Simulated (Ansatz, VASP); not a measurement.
## One calculation of Cu, two programs

```
Cu
1.0
    -1.48849    1.48849    1.29527
     1.48849   -1.48849    1.29527
     1.48849    1.48849   -1.29527
Cu
1
Direct
  0.00000 0.00000 0.00000
```

Alike in both runs: task single point; functional r2SCAN; k mesh 32 × 32 × 32; occupations gaussian, width 0.15 eV; no spin polarisation.

|  | VASP | Ansatz |
| --- | --- | --- |
| version | VASP 6.6.1 | Ansatz 0.2.0 |
| potentials or method | VASP PAW PBE potentials, release 64 (Cu), cutoff 520 eV | scalar-relativistic, plane waves, PAW |
| valence electrons in the cell | 11 | 19 |

```csv
,VASP,Ansatz,Ansatz less VASP
gap on the k mesh at the Fermi level (eV),none,none,-
pressure (GPa),1.2,0.6,-0.58
"traceless stress, the component that is largest in VASP (GPa)",2.38,2.32,-0.064
```

VASP's potentials were made for PBE, not for r2SCAN. A gap of «none» marks a metal or a gap that the smearing closes. With one functional, cell and mesh, what is left measures potentials, basis and numerics. VASP's potentials hold 11 valence electrons a cell and Ansatz's 19, so a difference there can come from the potentials and not from the codes.
